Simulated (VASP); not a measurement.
# Be4TeAs2 (P6/mmm) in VASP: further runs, part 2 of 2

VASP 6.6.1.

## 5. Single point, PBE

This run uses another cell than the first one, of 10.48 Å³/atom, 0.598 times its volume.

INCAR reads:

```
SYSTEM = Be4TeAs2
PREC = Accurate ; ENCUT = 520
EDIFF = 1E-7 ; ISMEAR = 0
SIGMA = 0.1 ; LREAL = .False.
LASPH = .True. ; NELM = 80
ALGO = Normal ; ISIF = 2
LWAVE = .False. ; LCHARG = .False.
GGA = PE ; NBANDS = 21
```

KPOINTS reads:

```
Automatic mesh
0
Gamma
  6 6 4
  0 0 0
```

POSCAR reads:

```
Be4TeAs2
1.0
    4.1917251600      0.0000000000      0.0000000000
   -2.0958625800      3.6301404700      0.0000000000
    0.0000000000      0.0000000000      4.8222484500
Be Te As
4 1 2
Direct
    0.3333333300      0.6666666700      0.4056567700
    0.6666666700      0.3333333300      0.4056567700
    0.6666666700      0.3333333300      0.5943432300
    0.3333333300      0.6666666700      0.5943432300
    0.0000000000      0.0000000000      0.5000000000
    0.3333333300      0.6666666700      0.0000000000
    0.6666666700      0.3333333300      0.0000000000
```

Potentials or basis: VASP PAW PBE potentials, release 64 (Be, Te, As).

Started as:

```console
$ cat potpaw_PBE.64/Be/POTCAR potpaw_PBE.64/Te/POTCAR potpaw_PBE.64/As/POTCAR > POTCAR
$ mpirun -np 1 vasp_std > vasp.out
```

OUTCAR:

```text
SYSTEM = Be4TeAs2
   PREC = Accurate
   ENCUT = 520
   EDIFF = 1E-7
   ISMEAR = 0
   LREAL = .False.
   LASPH = .True.
   NELM = 80
   ISIF = 2
   GGA = PE

 ion  position               nearest neighbor table
   1  0.333  0.667  0.406-   4 0.91   6 1.96   5 2.46   5 2.46   5 2.46
   2  0.667  0.333  0.406-   3 0.91   7 1.96   5 2.46   5 2.46   5 2.46
   3  0.667  0.333  0.594-   2 0.91   7 1.96   5 2.46   5 2.46   5 2.46
   4  0.333  0.667  0.594-   1 0.91   6 1.96   5 2.46   5 2.46   5 2.46
   5  0.000  0.000  0.500-   1 2.46   2 2.46   3 2.46   4 2.46   1 2.46   4 2.46   2 2.46   3 2.46
                             2 2.46   3 2.46   1 2.46   4 2.46
   6  0.333  0.667  0.000-   1 1.96   4 1.96   7 2.42   7 2.42   7 2.42
   7  0.667  0.333  0.000-   2 1.96   3 1.96   6 2.42   6 2.42   6 2.42

 -----------------------------------------------------------------------------
|                                                                             |
|           W    W    AA    RRRRR   N    N  II  N    N   GGGG   !!!           |
|           W    W   A  A   R    R  NN   N  II  NN   N  G    G  !!!           |
|           W    W  A    A  R    R  N N  N  II  N N  N  G       !!!           |
|           W WW W  AAAAAA  RRRRR   N  N N  II  N  N N  G  GGG   !            |
|           WW  WW  A    A  R   R   N   NN  II  N   NN  G    G                |
|           W    W  A    A  R    R  N    N  II  N    N   GGGG   !!!           |
|                                                                             |
|     The distance between some ions is very small. Please check the          |
|     nearest-neighbor list in the OUTCAR file.                               |
|     I HOPE YOU KNOW WHAT YOU ARE DOING!                                     |
|                                                                             |
 -----------------------------------------------------------------------------

  LATTYP: Found a hexagonal cell.
 ALAT       =     4.1917251600
 C/A-ratio  =     1.1504209522

  Lattice vectors:

 A1 = (   4.1917251600,   0.0000000000,   0.0000000000)
 A2 = (  -2.0958625800,   3.6301404700,   0.0000000000)
 A3 = (   0.0000000000,   0.0000000000,   4.8222484500)

Analysis of symmetry for initial positions (statically):
=====================================================================
 Subroutine PRICEL returns:
[... 162 lines left out ...]
  energy-cutoff  :      520.00
  volume of cell :       73.38
 maximum number of plane-waves:      2010
 NGX is ok and might be reduce to    32
   NGX = 15   NGY = 15   NGZ = 17

 number of electron      24.0000001 magnetization

 Free energy of the ion-electron system (eV)
  ---------------------------------------------------
  ext. energy  EPLUGINS =         0.00000000
  ---------------------------------------------------
  free energy    TOTEN  =        13.27758387 eV

  energy without entropy =       13.29524990  energy(sigma->0) =       13.28641689

 E-fermi :  10.7296     XC(G=0): -11.5423

 val. band max:       10.7275147248   @ k =   0.3333   0.1667   0.2500
 cond. band min:      10.7995128666   @ k =   0.5000   0.0000   0.0000
 fundamental gap:      0.0719981418
 Fermi energy:        10.7295862664

 k-point     1 :       0.0000    0.0000    0.0000
  band No.  band energies     occupation
      1      -6.0310      2.00000
      2      -2.2069      2.00000
      3       1.6002      2.00000
      4       3.0093      2.00000
      5       3.5252      2.00000
      6       3.5252      2.00000
[... 493 lines left out ...]
     20      16.4304      0.00000
     21      16.4499      0.00000

------------------------ aborting loop because EDIFF is reached ----------------------------------------

  FORCE on cell =-STRESS in cart. coord.  units (eV):
  Direction    XX          YY          ZZ          XY          YZ          ZX
  --------------------------------------------------------------------------------------
  -------------------------------------------------------------------------------------
  Total       21.8208305     21.8208305    108.3645216      0.0000000     -0.0000000      0.0000000
  in kB      476.4485904    476.4485893   2366.0934219      0.0000000     -0.0000000      0.0000000
  external PRESSURE =    1106.3302005 kB  Pullay stress =       0.0000000 kB

 VOLUME and BASIS-vectors are now :
 -----------------------------------------------------------------------------
  energy-cutoff  :      520.00
  volume of cell :       73.38
      direct lattice vectors                 reciprocal lattice vectors
     4.191725160  0.000000000  0.000000000     0.238565259  0.137735717  0.000000000
    -2.095862580  3.630140470  0.000000000     0.000000000  0.275471434  0.000000000
     0.000000000  0.000000000  4.822248450     0.000000000  0.000000000  0.207372144

 POSITION                                       TOTAL-FORCE (eV/Angst)
 -----------------------------------------------------------------------------------
     -0.00000      2.42009      1.95618        -0.000000     -0.000000    -43.613343
      2.09586      1.21005      1.95618         0.000000     -0.000000    -43.613343
      2.09586      1.21005      2.86607         0.000000     -0.000000     43.613343
     -0.00000      2.42009      2.86607        -0.000000     -0.000000     43.613343
      0.00000      0.00000      2.41112        -0.000000     -0.000000     -0.000000
     -0.00000      2.42009      0.00000        -0.000000      0.000000     -0.000000
      2.09586      1.21005      0.00000         0.000000     -0.000000     -0.000000
 -----------------------------------------------------------------------------------
    total drift:                               -0.000000      0.000000      0.000000

  FREE ENERGIE OF THE ION-ELECTRON SYSTEM (eV)
  ---------------------------------------------------
  free  energy   TOTEN  =        13.2775838695 eV

  energy  without entropy=       13.2952499038  energy(sigma->0) =       13.28641689
```

OSZICAR:

```text
N       E                     dE             d eps       ncg     rms          rms(c)
DAV:   1     0.118954802913E+03    0.11895E+03   -0.10474E+04   882   0.100E+03
DAV:   2     0.119733896045E+02   -0.10698E+03   -0.10263E+03  1107   0.193E+02
DAV:   3     0.556145260289E+01   -0.64119E+01   -0.62709E+01  1148   0.446E+01
[... 12 lines left out ...]
DAV:  16     0.132775838400E+02    0.54647E-05   -0.75405E-06   987   0.137E-02    0.304E-02
DAV:  17     0.132775842531E+02    0.41304E-06   -0.10220E-06  1121   0.551E-03    0.225E-02
DAV:  18     0.132775840961E+02   -0.15700E-06   -0.13141E-07   733   0.181E-03    0.965E-03
DAV:  19     0.132775839289E+02   -0.16715E-06   -0.12284E-07   594   0.157E-03    0.228E-03
DAV:  20     0.132775838695E+02   -0.59425E-07   -0.18595E-08   566   0.860E-04
   1 F= 0.13277584E+02 E0= 0.13286417E+02  d E =-.176660E-01
```

It took 44 s on 1 thread of Intel Xeon Platinum 8375C at 2.90GHz (Ice Lake), shared host; peak memory 0.19 GiB.

Results:

* Free energy: 13.2776 eV
* Pressure: 110.6 GPa
* Largest force: 43.613 eV/Å
* Band gap on the k mesh: zero (band 12 reaches 11.14 eV, above the bottom of band 13 at 9.91 eV)

Forces on the atoms (eV/Å):
```
Be    0.000   0.000 -43.613
Be    0.000   0.000 -43.613
Be    0.000   0.000  43.613
Be    0.000   0.000  43.613
Te    0.000   0.000   0.000
As    0.000   0.000   0.000
As    0.000   0.000   0.000
```

Stress tensor (GPa, compression positive):
```
 47.64   0.00   0.00
  0.00  47.64   0.00
  0.00   0.00 236.61
```

Caveat: spin-orbit coupling is left out, which moves the levels of the heavy elements; forces of over 1 eV/Å act on the atoms, so gaps and moduli don't describe the material at rest.

## 6. Overview

```csv
task,cell,k mesh,cutoff (eV),gap on the mesh (eV),pressure (GPa),largest force (eV/Å)
single point,"a = 4.647, b = 4.647, c = 6.564 Å, angles 90.0, 90.0, 120.0°, 7 atoms",9 × 9 × 6,520,none,0.1,0.01
relaxation of cell and atoms,"relaxed from a = 4.662, b = 4.662, c = 6.481 Å, angles 90.0, 90.0, 120.0°, 7 atoms",9 × 9 × 6,600,-,0.0,0.01
single point,"a = 4.662, b = 4.662, c = 6.481 Å, angles 90.0, 90.0, 120.0°, 7 atoms",6 × 6 × 4,520,none,0.1,0.02
single point,"a = 4.192, b = 4.192, c = 4.822 Å, angles 90.0, 90.0, 120.0°, 7 atoms",6 × 6 × 4,520,none,110.6,43.61
```

Alike in all rows: level PBE; potentials or basis VASP PAW PBE potentials, release 64 (Be, Te, As); no spin polarisation; smearing gaussian 0.1 eV.

Caveats: spin-orbit coupling is left out, which moves the levels of the heavy elements; the bands computed are all filled at some k points, so no gap is given (some runs); forces of over 1 eV/Å act on the atoms, so gaps and moduli don't describe the material at rest (some runs).

Absolute energies hang on the potentials; compare differences alone.
